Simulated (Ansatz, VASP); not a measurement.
## WS2 in VASP and in Ansatz

```
W S
1.0
    -6.24079    0.00000    0.00000
    -3.12039    5.40468    0.00000
    -3.12039    1.80156   -5.84139
W S
4 8
Cartesian
  -6.2408 5.4047 -0.0112
  -4.6806 2.7023 -0.0112
  -9.3612 5.4047 -0.0112
  -7.8010 2.7023 -0.0112
  -6.2408 5.4047 -4.2849
  -4.6806 2.7023 -4.2849
  -9.3612 5.4047 -4.2849
  -7.8010 2.7023 -4.2849
  -3.1204 3.6031 -1.5809
  -1.5602 0.9008 -1.5809
  -6.2408 3.6031 -1.5809
  -4.6806 0.9008 -1.5809
```

Alike in both runs: task single point; functional PBEsol; dispersion D3(BJ); k mesh 6 × 6 × 6; occupations gaussian, width 0.05 eV; no spin polarisation.

|  | VASP | Ansatz |
| --- | --- | --- |
| version | VASP 6.6.1 | Ansatz 0.2.0 |
| potentials or method | VASP PAW PBE potentials, release 64 (W_sv, S), cutoff 520 eV | scalar-relativistic, plane waves, PAW |
| valence electrons in the cell | 104 | 104 |

VASP gave:

```
gap on the k mesh at the Fermi level (eV) : 0.72
least direct gap on the mesh (eV)         : 1.59
pressure (GPa)                            : 0.1
rms of the force components (eV/Å)        : 0.008
```

Problem. Which values does Ansatz return?

Solution. gap on the k mesh at the Fermi level (eV): 0.69; least direct gap on the mesh (eV): 1.59; pressure (GPa): 0.0; rms of the force components (eV/Å): 0.001.

VASP's potentials were made for PBE, not for PBEsol. Atom by atom the forces differ by 0.009 eV/Å (rms over components).

Spin-orbit coupling is off throughout.
